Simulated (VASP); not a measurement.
# Al8H: single point with PBE

The system is Al8H, a slab with vacuum.

```
Al H
1.0
     5.71430    0.00000    0.00000
     0.00000    8.08124    0.00000
     0.00000    0.00000   22.24380
Al H
16 2
Direct
  0.25000 0.25000 0.17983
  0.25000 0.75000 0.17983
  0.75000 0.25000 0.17983
  0.75000 0.75000 0.17983
  0.00000 0.00000 0.24405
  0.00000 0.50000 0.24405
  0.50000 0.00000 0.24405
  0.50000 0.50000 0.24405
  0.25000 0.25000 0.31027
  0.25000 0.75000 0.31027
  0.75000 0.25000 0.31027
  0.75000 0.75000 0.31027
  0.00000 0.00000 0.37061
  0.00000 0.50000 0.37061
  0.50000 0.00000 0.37061
  0.50000 0.50000 0.37061
  0.75000 0.95978 0.48750
  0.75000 0.04022 0.48750
```

```
Program             : VASP 6.6.1
Task                : single point
Functional          : PBE
Potentials or basis : VASP PAW PBE potentials, release 64 (Al, H)
Cutoff              : 520 eV
k mesh              : 5 × 4 × 1
Occupations         : gaussian, width 0.1 eV
Spin                : no spin polarisation
```

```json
{
  "Largest force": "4.869 eV/Å",
  "Band gap on the k mesh": "zero (bands 25 and 26 overlap by 0.49 eV)"
}
```

Forces in eV/Å, atoms in the order of the input:
```
Al   0.000  0.016  0.187
Al   0.000 -0.016  0.187
Al   0.000  0.000  0.212
Al   0.000  0.000  0.212
Al   0.020  0.000 -0.208
Al   0.015  0.000 -0.206
Al  -0.020  0.000 -0.208
Al  -0.015  0.000 -0.206
Al   0.000 -0.010 -0.043
Al   0.000  0.010 -0.043
Al   0.000 -0.030  0.015
Al   0.000  0.030  0.015
Al   0.099  0.000 -0.178
Al   0.006  0.000  0.004
Al  -0.099  0.000 -0.178
Al  -0.006  0.000  0.004
H    0.000 -4.864  0.216
H    0.000  4.864  0.216
```

Levels at points of the mesh, in eV from the Fermi level:
```tsv
k point	band 21	band 22	band 23	band 24	band 25	band 26	band 27	band 28	band 29	band 30
(0.00, 0.00, 0.00)	-1.61	-1.38	-0.82	-0.76	-0.54	-0.16	-0.14	0.21	1.19	1.28
(0.00, 0.50, 0.00)	-1.04	-0.94	-0.94	-0.87	-0.87	0.20	0.23	0.24	0.25	1.14
```

Wall time 13 min on 1 thread of Intel(R) Xeon(R) Platinum 8259CL CPU @ 2.50GHz (Skylake/Cascade Lake), on a shared host, peak memory 0.9 GiB.
